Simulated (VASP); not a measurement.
Input of a VASP 6.6.1 run:

Contents of INCAR:

```
SYSTEM = MgB2
ALGO     = Normal         ! electronic algorithm
EDIFF    = 1E-6           ! SCF threshold, eV
EDIFFG   = -0.01          ! ionic threshold
ENCUT    = 600            ! plane-wave cutoff, eV
GGA      = PS             ! functional
IBRION   = 2              ! ionic algorithm
ISIF     = 4              ! what is computed and relaxed
ISMEAR   = 0              ! smearing method
LASPH    = .TRUE.         ! aspherical terms in the spheres
LCHARG   = .FALSE.        ! write CHGCAR
LREAL    = .FALSE.        ! projectors in reciprocal space
LWAVE    = .FALSE.        ! write WAVECAR
NELM     = 60             ! most SCF steps
NSW      = 50             ! ionic steps
PREC     = Accurate       ! precision mode
SIGMA    = 0.1            ! smearing width, eV
```

Contents of KPOINTS:

```
k-points
0
G
  18 18 12
  0 0 0
```

File POSCAR:

```
MgB2
1.0
    3.0950919318      0.0000000000      0.0000000000
   -1.5475459659      2.6804282400      0.0000000000
    0.0000000000      0.0000000000      3.5296131625
Mg B
1 2
Direct
    0.0000000000      0.0000000000      0.0000000000
    0.3333333333      0.6666666667      0.5000000000
    0.6666666667      0.3333333333      0.5000000000
```

Potentials or basis: VASP PAW PBE potentials, release 64 (Mg, B).

Run with:

```console
$ cat potpaw_PBE.64/Mg/POTCAR potpaw_PBE.64/B/POTCAR > POTCAR
$ mpirun -np 1 vasp_std > vasp.out
```

(1) Predict the band gap on the k mesh.

Answers

(1) zero (bands 4 and 5 overlap by 3.78 eV).
